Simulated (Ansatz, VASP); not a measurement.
**Two plane-wave programs on Mn**

INCAR

```
PREC = Accurate
ENCUT = 520
EDIFF = 1E-6
ISMEAR = -1
SIGMA = 0.05
LREAL = False
LASPH = True
NELM = 150
ALGO = Normal
ISIF = 2
LWAVE = False
LCHARG = False
ISPIN = 2
MAGMOM = 4 -4
LORBIT = 11
LMAXMIX = 4
GGA = PE
NBANDS = 24
```

File KPOINTS:

```
Automatic mesh
0
Gamma
  15 15 8
```

The input POSCAR:

```
Mn
1.0
    2.4836457705      0.0000000000      0.0000000000
   -1.2418228852      2.1509003313      0.0000000000
    0.0000000000      0.0000000000      4.0261950000
Mn
2
Direct
    0.6666666667      0.3333333333      0.7500000000
    0.3333333333      0.6666666667      0.2500000000
```

Input for Ansatz:

```yaml
crystal:
  lattice:
    - [2.4836457705, 0.0, 0.0]
    - [-1.2418228852, 2.1509003313, 0.0]
    - [0.0, 0.0, 4.026195]
  atoms:
    - { symbol: Mn, position: [0.6666666667, 0.3333333333, 0.75], spin: 4.0 }
    - { symbol: Mn, position: [0.3333333333, 0.6666666667, 0.25], spin: -4.0 }
magnetization:
  spin_polarized: true
kpoints:
  mp_grid: { grid: [15, 15, 8] }
scf:
  occupations: { method: fermi_dirac, width: 0.05 }
  lower_state_search: "off"
hamiltonian:
  xc: pbe
  pseudopotentials: { kind: paw }
output:
  forces: true
  stress: true
  eigenvalues: true
  populations: true
  write_density: true
  write_potential: true
  elf: true
  volumetric_format: npy
```

Alike in both runs: task single point; functional PBE; k mesh 15 × 15 × 8; occupations fermi-dirac, width 0.05 eV; collinear spin.

|  | VASP | Ansatz |
| --- | --- | --- |
| version | VASP 6.6.1 | Ansatz 0.2.0 |
| potentials or method | VASP PAW PBE potentials, release 64 (Mn_pv) | PAW with Ansatz's default frozen-core files, scalar-relativistic |
| plane-wave cutoff (eV) | 520 | 420 |
| valence electrons in the cell | 26 | 30 |

Ansatz gave:

- pressure (GPa): -0.3
- net moment per atom (μB): 0.00
- size of the moment on the site where the two differ most (μB): 0.39

**Question.** Which values does VASP return?

**Answer.** Pressure (GPa): -0.2; net moment per atom (μB): 0.00; size of the moment on the site where the two differ most (μB): 0.47.

Site moments also hang on the region over which each program counts them. VASP's potentials hold 26 valence electrons a cell and Ansatz's 30, so a difference there can come from the potentials and not from the codes.
